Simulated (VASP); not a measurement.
**NaI: single point with r2SCAN**

Crystal: NaI.

```
Na I
1.0
     4.62221    0.00000    0.00000
     0.00000    8.53940    0.00000
     0.00000    0.00000    7.79838
Na I
4 4
Direct
  0.24169 0.24680 0.27758
  0.73947 0.24888 0.71591
  0.24525 0.75622 0.26325
  0.73828 0.76478 0.73692
  0.26587 0.99331 0.73931
  0.75147 0.00358 0.24921
  0.25409 0.50158 0.74569
  0.74209 0.49953 0.25979
```

```
Program                : VASP 6.6.1
Task                   : single point
Functional             : r2SCAN
Potentials or basis    : VASP PAW PBE potentials, release 64 (Na_pv, I)
Cutoff                 : 440 eV
k mesh                 : 2 × 1 × 1
Occupations            : gaussian, width 0.01 eV
Spin                   : no spin polarisation
Dipole correction      : no
Further INCAR settings : ALGO = Normal; EDIFF = 1e-06; NBANDS = 38
```

```json
{
 "Pressure": "0.8 GPa",
 "Largest force": "0.399 eV/Å",
 "Band gap on the k mesh": "3.23 eV"
}
```

Forces in eV/Å, atoms in the order of the input:
```
Na   0.040  0.143 -0.073
Na   0.104  0.121  0.058
Na   0.021 -0.120 -0.003
Na   0.215 -0.336  0.021
I   -0.257  0.265 -0.067
I   -0.001 -0.041 -0.015
I   -0.134 -0.060  0.008
I    0.013  0.028  0.071
```

Stress tensor (GPa, compression positive):
```
 1.01 -0.11 -0.03
-0.11  1.84  0.00
-0.03  0.00 -0.50
```

Levels at points of the mesh, in eV from the valence-band top:
```csv
k point,band 25,band 26,band 27,band 28,band 29,band 30,band 31,band 32
"(0.00, 0.00, 0.00)",-0.52,-0.41,-0.38,0.00,3.23,4.07,4.72,5.65
"(0.50, 0.00, 0.00)",-0.82,-0.73,-0.48,-0.46,4.53,4.61,5.57,5.62
```

Wall time 77 s on 1 thread of Intel(R) Xeon(R) Platinum 8375C CPU @ 2.90GHz (Ice Lake), with other jobs on the host, peak memory 0.32 GiB.

Caveat: the k points lie up to 0.81 Å⁻¹ apart; the PAW data sets were made with another functional, which shifts forces and pressure a little; spin-orbit coupling is left out, which moves the levels of the heavy elements.
